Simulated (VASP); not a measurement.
# Co2O (Pnnm) in VASP: density of states with PBE

Aim: the density of states of Co2O with PBE.

Everything below comes from runs of VASP 6.6.1. Logs are shortened: lines on timing, memory, paths and dates and some standing lists are left out, and cuts for length are marked.

## Step 1: The cell of the first run

It takes space group Pnnm (No. 58, orthorhombic). Conventional cell: a = 4.361 Å, b = 4.624 Å, c = 2.865 Å, α = 90.00°, β = 90.00°, γ = 90.00°. Co (site symmetry m) has 3 O at 1.89 to 1.95 Å within 2.5 Å. O (site symmetry 2/m) has 6 Co at 1.89 to 1.95 Å within 2.5 Å.

## Step 2: Density of states, PBE

File POSCAR:

```
Co2O
1.0
    2.8647310000      0.0000000000      0.0000000000
    0.0000000000      4.6237270000      0.0000000000
    0.0000000000      0.0000000000      4.3613990000
Co O
4 2
Direct
    0.0000000000      0.3250000000      0.2610000000
    0.5000000000      0.1750000000      0.7610000000
    0.0000000000      0.6750000000      0.7390000000
    0.5000000000      0.8250000000      0.2390000000
    0.0000000000      0.0000000000      0.0000000000
    0.5000000000      0.5000000000      0.5000000000
```

File INCAR.step1:

```
  PREC = Accurate
  ENCUT = 520
  EDIFF = 1E-7
  ISMEAR = -1
  SIGMA = 0.1
  LREAL = False
  LASPH = True
  NELM = 100
  ALGO = Normal
  ISIF = 2
  LWAVE = False
  LCHARG = True
  LMAXMIX = 4
  GGA = PE
  NBANDS = 33
```

File KPOINTS.step1:

```
Automatic mesh
0
Gamma
  11 7 7
```

File INCAR.step2:

```
  PREC = Accurate
  ENCUT = 520
  EDIFF = 1E-7
  ISMEAR = -5
  SIGMA = 0.1
  LREAL = False
  LASPH = True
  NELM = 100
  ALGO = Normal
  ISIF = 2
  LWAVE = False
  LCHARG = False
  LMAXMIX = 4
  GGA = PE
  LORBIT = 11
  NBANDS = 33
  NEDOS = 2001
  ICHARG = 11
```

File KPOINTS.step2:

```
Automatic mesh
0
Gamma
  17 11 11
```

Potentials or basis: VASP PAW PBE potentials, release 64 (Co, O).

On the command line:

```bash
$ cat potpaw_PBE.64/Co/POTCAR potpaw_PBE.64/O/POTCAR > POTCAR
$ cp INCAR.step1 INCAR
$ cp KPOINTS.step1 KPOINTS
$ mpirun -np 1 vasp_std > vasp.out
$ cp INCAR.step2 INCAR
$ cp KPOINTS.step2 KPOINTS
$ mpirun -np 1 vasp_std > vasp.out
```

OUTCAR:

```text
PREC = Accurate
   ENCUT = 520
   EDIFF = 1E-7
   ISMEAR = -5
   LREAL = False
   LASPH = True
   NELM = 100
   ISIF = 2
   GGA = PE
   LORBIT = 11
   ICHARG = 11

 ion  position               nearest neighbor table
   1  0.000  0.325  0.261-   5 1.89   6 1.95   6 1.95   3 2.64   2 2.70   2 2.70   2 2.70   2 2.70
                             4 2.72   4 2.72   4 2.72   4 2.72   3 2.79
   2  0.500  0.175  0.761-   6 1.89   5 1.95   5 1.95   4 2.64   1 2.70   1 2.70   1 2.70   1 2.70
                             3 2.72   3 2.72   3 2.72   3 2.72   4 2.79
   3  0.000  0.675  0.739-   5 1.89   6 1.95   6 1.95   1 2.64   4 2.70   4 2.70   4 2.70   4 2.70
                             2 2.72   2 2.72   2 2.72   2 2.72   1 2.79
   4  0.500  0.825  0.239-   6 1.89   5 1.95   5 1.95   2 2.64   3 2.70   3 2.70   3 2.70   3 2.70
                             1 2.72   1 2.72   1 2.72   1 2.72   2 2.79
   5  0.000  0.000  0.000-   1 1.89   3 1.89   2 1.95   4 1.95   2 1.95   4 1.95
   6  0.500  0.500  0.500-   2 1.89   4 1.89   3 1.95   1 1.95   1 1.95   3 1.95

  LATTYP: Found a simple orthorhombic cell.
 ALAT       =     2.8647310000
 B/A-ratio  =     1.5224462611
 C/A-ratio  =     1.6140178607

  Lattice vectors:

 A1 = (  -2.8647310000,   0.0000000000,   0.0000000000)
 A2 = (   0.0000000000,   0.0000000000,   4.3613990000)
 A3 = (   0.0000000000,   4.6237270000,   0.0000000000)

Analysis of symmetry for initial positions (statically):
=====================================================================
 Subroutine PRICEL returns:
 Original cell was already a primitive cell.

 Routine SETGRP: Setting up the symmetry group for a
 simple orthorhombic supercell.

 Subroutine GETGRP returns: Found  8 space group operations
 (whereof  4 operations were pure point group operations)
 out of a pool of  8 trial point group operations.

The static configuration has the point symmetry C_2h.
 The point group associated with its full space group is D_2h.

Analysis of symmetry for dynamics (positions and initial velocities):
=====================================================================
 Subroutine PRICEL returns:
 Original cell was already a primitive cell.

 Routine SETGRP: Setting up the symmetry group for a
 simple orthorhombic supercell.

 Subroutine GETGRP returns: Found  8 space group operations
 (whereof  4 operations were pure point group operations)
 out of a pool of  8 trial point group operations.

The dynamic configuration has the point symmetry C_2h.
 The point group associated with its full space group is D_2h.

 Subroutine INISYM returns: Found  8 space group operations
 (whereof  4 operations are pure point group operations),
 and found     1 'primitive' translations

----------------------------------------------------------------------------------------

                                     Primitive cell

  volume of cell :      57.7699

  direct lattice vectors                    reciprocal lattice vectors
     2.864731000  0.000000000  0.000000000     0.349072915  0.000000000  0.000000000
     0.000000000  4.623727000  0.000000000     0.000000000  0.216275745  0.000000000
     0.000000000  0.000000000  4.361399000     0.000000000  0.000000000  0.229284227

  length of vectors
     2.864731000  4.623727000  4.361399000     0.349072915  0.216275745  0.229284227

  position of ions in fractional coordinates (direct lattice)
     0.000000000  0.325000000  0.261000000
     0.500000000  0.175000000  0.761000000
     0.000000000  0.675000000  0.739000000
     0.500000000  0.825000000  0.239000000
     0.000000000  0.000000000  0.000000000
     0.500000000  0.500000000  0.500000000

  ion indices of the primitive-cell ions
   primitive index   ion index
                 1           1
                 2           2
                 3           3
                 4           4
                 5           5
                 6           6

----------------------------------------------------------------------------------------

 KPOINTS: Automatic mesh

Automatic generation of k-mesh.
 Grid dimensions read from file:
 generate k-points for:   17   11   11

 Generating k-lattice:

  Cartesian coordinates                     Fractional coordinates (reciprocal lattice)
     0.020533701  0.000000000  0.000000000     0.058823529  0.000000000  0.000000000
     0.000000000  0.019661431  0.000000000     0.000000000  0.090909091  0.000000000
     0.000000000  0.000000000  0.020844021     0.000000000  0.000000000  0.090909091

  Length of vectors
     0.020533701  0.019661431  0.020844021

  Shift w.r.t. Gamma in fractional coordinates (k-lattice)
     0.000000000  0.000000000  0.000000000

 TETIRR: Found   6115 inequivalent tetrahedra from    12342

 Subroutine IBZKPT returns following result:
 ===========================================

 Found    324 irreducible k-points:

 Following reciprocal coordinates:
            Coordinates               Weight
  0.000000  0.000000  0.000000      1.000000
  0.058824  0.000000  0.000000      2.000000
  0.117647  0.000000  0.000000      2.000000
  0.176471  0.000000  0.000000      2.000000
  0.235294  0.000000  0.000000      2.000000
  0.294118  0.000000  0.000000      2.000000
[... 16 lines left out ...]
  0.235294  0.181818  0.000000      4.000000
  0.294118  0.181818  0.000000      4.000000
 [... further k-points ...]
   k-points           NKPTS =    324   k-points in BZ     NKDIM =    324   number of bands    NBANDS=     33
   number of dos      NEDOS =   2001   number of ions     NIONS =      6
   total plane-waves  NPLWV =  27648
   dimension x,y,z NGX =    24 NGY =   36 NGZ =   32
   dimension x,y,z NGXF=    48 NGYF=   72 NGZF=   64
   ions per type =               4   2
   NGX,Y,Z   is equivalent  to a cutoff of  13.93, 12.94, 12.20 a.u.
   NGXF,Y,Z  is equivalent  to a cutoff of  27.86, 25.89, 24.40 a.u.
 SYSTEM =  unknown system
   PREC   = accura    normal or accurate (medium, high low for compatibility)
   ISTART =      0    job   : 0-new  1-cont  2-samecut
   ICHARG =     11    charge: 1-file 2-atom 10-const
   ISPIN  =      1    spin polarized calculation?
   LNONCOLLINEAR =      F non collinear calculations
   LSORBIT =      F    spin-orbit coupling
   LASPH  =      T    aspherical Exc in radial PAW
   ENCUT  =  520.0 eV  38.22 Ry    6.18 a.u.   5.33  8.60  8.11*2*pi/ulx,y,z
   NELM   =    100;   NELMIN=  2; NELMDL=  0     # of ELM steps
   EDIFF  = 0.1E-06   stopping-criterion for ELM
   LREAL  =      F    real-space projection
   EDIFFG = 0.1E-05   stopping-criterion for IOM
   NSW    =      0    number of steps for IOM
   IBRION =     -1    ionic relax: 0-MD 1-quasi-New 2-CG
   NFREE  =      0    steps in history (QN), initial steepest desc. (CG)
   ISIF   =      2    stress and relaxation
   ISYM   =      2    0-nonsym 1-usesym 2-fastsym
   POTIM  = 0.5000    time-step for ionic-motion
   TEBEG  =    0.0;   TEEND  =   0.0 temperature during run
   PSTRESS=    0.0 pullay stress
   NELECT =      48.0000    total number of electrons
   NUPDOWN=      -1.0000    fix difference up-down
   EMIN   =  10.00;   EMAX   =-10.00  energy-range for DOS
   EFERMI =   0.00;   METHOD = LEGACY
   ISMEAR =    -5;   SIGMA  =   0.10  broadening in eV -4-tet -1-fermi 0-gaus
   EFERMI_NEDOS =   21; number of points for ismear=-14 and -15
   IALGO  =     38    algorithm
   IMIX   =      4    mixing-type and parameters
     AMIX     =   0.40;   BMIX     =  1.00
     AMIX_MAG =   1.60;   BMIX_MAG =  1.00
  volume/ion in A,a.u.               =       9.63        64.98
  Fermi-wavevector in a.u.,A,eV,Ry     =   1.539057  2.908395 32.228060  2.368696
  Thomas-Fermi vector in A             =   2.645338
   LORBIT       =     11    0 simple, 1 ext, 2 COOP (PROOUT), +10 PAW based schemes
   GGA     = PE    functional components
   LHFCALC =     F    Hartree Fock is set to
   AEXX    =    0.0000 exact exchange contribution
   IVDW    =     0    specifies the selected vdW correction
   LEPSILON=     F    determine dielectric tensor
   LRPA    =     F    only Hartree local field effects (RPA)
 non-spin polarized calculation
 Fermi weights with tetrahedron method with Bloechl corrections
  energy-cutoff  :      520.00
  volume of cell :       57.77
 maximum number of plane-waves:      1577
 NGX is ok and might be reduce to    24

 number of electron      47.9999988 magnetization

 Free energy of the ion-electron system (eV)
  ---------------------------------------------------
  ext. energy  EPLUGINS =         0.00000000
  ---------------------------------------------------
  free energy    TOTEN  =       -37.57368992 eV

  energy without entropy =      -37.57368992  energy(sigma->0) =      -37.57368992

 E-fermi :   9.9394     XC(G=0): -13.0079

 val. band max:        9.9683766023   @ k =   0.2353   0.3636   0.1818
 cond. band min:       9.8979831503   @ k =   0.1176   0.0000   0.0000
 fundamental gap:     -0.0703934520
 Fermi energy:         9.9394239176

 k-point     1 :       0.0000    0.0000    0.0000
  band No.  band energies     occupation
      1     -12.6568      2.00000
      2     -11.9457      2.00000
      3       0.6725      2.00000
      4       0.7435      2.00000
      5       1.7626      2.00000
      6       1.9179      2.00000
[... 25 lines left out ...]
     32      17.7454      0.00000
     33      17.8622      0.00000

 k-point     2 :       0.0588    0.0000    0.0000
  band No.  band energies     occupation
      1     -12.6382      2.00000
      2     -11.9395      2.00000
      3       0.7050      2.00000
      4       0.7745      2.00000
      5       1.6831      2.00000
      6       1.9222      2.00000
[... 25 lines left out ...]
     32      17.8619      0.00000
     33      17.8737      0.00000
[... 754 lines left out ...]
     32      17.9549      0.00000
     33      17.9735      0.00000

 k-point    24 :       0.2941    0.1818    0.0000
  band No.  band energies     occupation
      1     -12.2350      2.00000
      2     -11.8788      2.00000
      3       0.5455      2.00000
      4       0.9660      2.00000
      5       1.4867      2.00000
      6       1.7589      2.00000
[... 25 lines left out ...]
     32      17.3401      0.00000
     33      17.8986      0.00000

 [... further k-points ...]
[... 5 lines left out ...]
  --------------------------------------------------------------------------------------
  -------------------------------------------------------------------------------------
  Total        1.8268467      4.2123612      2.1557709      0.0000000     -0.0000000      0.0000000
  in kB       50.6653266    116.8246078     59.7876288      0.0000000     -0.0000000      0.0000000
  external PRESSURE =      75.7591877 kB  Pullay stress =       0.0000000 kB

 VOLUME and BASIS-vectors are now :
 -----------------------------------------------------------------------------
  energy-cutoff  :      520.00
  volume of cell :       57.77
      direct lattice vectors                 reciprocal lattice vectors
     2.864731000  0.000000000  0.000000000     0.349072915  0.000000000  0.000000000
     0.000000000  4.623727000  0.000000000     0.000000000  0.216275745  0.000000000
     0.000000000  0.000000000  4.361399000     0.000000000  0.000000000  0.229284227

 POSITION                                       TOTAL-FORCE (eV/Angst)
 -----------------------------------------------------------------------------------
      0.00000      1.50271      1.13833         0.000000     -0.214090     -0.361981
      1.43237      0.80915      3.31902         0.000000      0.214090     -0.361981
      0.00000      3.12102      3.22307         0.000000      0.214090      0.361981
      1.43237      3.81457      1.04237        -0.000000     -0.214090      0.361981
      0.00000      0.00000      0.00000         0.000000     -0.000000      0.000000
      1.43237      2.31186      2.18070         0.000000     -0.000000      0.000000
 -----------------------------------------------------------------------------------
    total drift:                                0.000000      0.000000      0.000000

  FREE ENERGIE OF THE ION-ELECTRON SYSTEM (eV)
  ---------------------------------------------------
  free  energy   TOTEN  =       -37.5736899175 eV

  energy  without entropy=      -37.5736899175  energy(sigma->0) =      -37.57368992

 total charge

# of ion       s       p       d       tot
------------------------------------------
    1        0.347   0.464   7.472   8.283
    2        0.347   0.464   7.472   8.283
    3        0.347   0.464   7.472   8.283
    4        0.347   0.464   7.472   8.283
    5        1.557   3.440   0.000   4.997
    6        1.557   3.440   0.000   4.997
--------------------------------------------------
tot          4.501   8.738  29.887  43.126
```

Wall time 8.1 min (1 thread of Intel Xeon Platinum 8259CL at 2.50GHz (Skylake/Cascade Lake), shared host); peak memory 0.55 GiB.

What came out:

```yaml
Valence_electrons_inside_the_program's_atomic_spheres: Co 8.28; O 5.00
```

Caveat: the run has no spin polarisation, though such a crystal can be magnetic; tetrahedron occupations give inexact forces and stress in metals. Spin polarisation is off, so any magnetic state and its effect on volume and gap are missing.
